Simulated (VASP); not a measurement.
A run of VASP 6.6.1 is set up as follows.

The input INCAR:

```
PREC = Accurate
ENCUT = 520
EDIFF = 1E-6
ISMEAR = 0
SIGMA = 0.05
LREAL = False
LASPH = True
NELM = 80
ALGO = Normal
ISIF = 2
LWAVE = False
LCHARG = True
GGA = PE
LELF = True
LVHAR = True
NBANDS = 20
```

The input KPOINTS:

```
regular mesh
0
Gamma
  12 12 12
```

The input POSCAR:

```
SnO2
1.0
    1.6587648191      0.9576883149      5.0460169415
   -1.6587648191      0.9576883149      5.0460169415
    0.0000000000     -1.9153766297      5.0460169415
Sn O
1 2
Direct
    0.5000000000      0.5000000000      0.5000000000
    0.2521652253      0.2521652253      0.2521652253
    0.7478347747      0.7478347747      0.7478347747
```

Potentials or basis: VASP PAW PBE potentials, release 64 (Sn_d, O).

Launch:

```bash
$ cat potpaw_PBE.64/Sn_d/POTCAR potpaw_PBE.64/O/POTCAR > POTCAR
$ mpirun -np 1 vasp_std > vasp.out
```

Task: Estimate the band gap on the k mesh.

Result: 1.08 eV (least direct gap 1.09 eV).

Task: Estimate the pressure.

Result: -19.2 GPa.

Task: Estimate the largest force.

Result: 3.163 eV/Å.

Stress tensor (GPa, compression positive):
```
-15.67   0.00   0.00
  0.00 -15.67   0.00
  0.00   0.00 -26.32
```

Caveat: the cell differs from its parent crystal (atoms shifted along a free coordinate); the cell stands under tension; spin-orbit coupling is left out, which moves the levels of the heavy elements; forces of over 1 eV/Å act on the atoms, so gaps and moduli don't describe the material at rest. A k mesh can miss the band edges.
